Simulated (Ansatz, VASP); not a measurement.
**GaN: VASP beside Ansatz**

File INCAR:

```
SYSTEM = GaN
ALGO = Normal ; EDIFF = 1E-6
ENCUT = 600 ; GGA = PE
GGA_COMPAT = .False. ; ISIF = 2
ISMEAR = 0 ; LASPH = .True.
LCHARG = .False. ; LREAL = .False.
LWAVE = .False. ; NBANDS = 16
NELM = 120 ; PREC = Accurate
SIGMA = 0.05
```

Contents of KPOINTS:

```
k-points
0
Gamma
  6 6 6
  0 0 0
```

The input POSCAR:

```
GaN
1.0
    0.0000000000      2.2766075815      2.2766075815
    2.2766075815      0.0000000000      2.2766075815
    2.2766075815      2.2766075815      0.0000000000
Ga N
1 1
Direct
    0.0000000000      0.0000000000      0.0000000000
    0.2500000000      0.2500000000      0.2500000000
```

Input for Ansatz:

```yaml
crystal:
  lattice:
    - [0.0, 2.2766075815, 2.2766075815]
    - [2.2766075815, 0.0, 2.2766075815]
    - [2.2766075815, 2.2766075815, 0.0]
  atoms:
    - { symbol: Ga, position: [0.0, 0.0, 0.0] }
    - { symbol: "N", position: [0.25, 0.25, 0.25] }
basis:
  ecutwfc: 420
kpoints:
  mp_grid: { grid: [6, 6, 6] }
hamiltonian:
  xc: pbe
scf:
  occupations: { method: gaussian, width: 0.05 }
output:
  forces: true
  stress: true
  eigenvalues: true
```

Alike in both runs: task single point; functional PBE; k mesh 6 × 6 × 6; occupations gaussian, width 0.05 eV; no spin polarisation.

|  | VASP | Ansatz |
| --- | --- | --- |
| version | VASP 6.6.1 | Ansatz 0.2.0 |
| potentials or method | VASP PAW PBE potentials, release 64 (Ga_d, N), cutoff 600 eV | scalar-relativistic, plane waves, PAW |
| valence electrons in the cell | 18 | 18 |

|  | VASP | Ansatz | Ansatz less VASP |
| --- | --- | --- | --- |
| gap on the k mesh at the Fermi level (eV) | 1.52 | 1.52 | -0.006 |
| least direct gap on the mesh (eV) | 1.52 | 1.52 | -0.006 |
| pressure (GPa) | -0.6 | -0.6 | +0.03 |
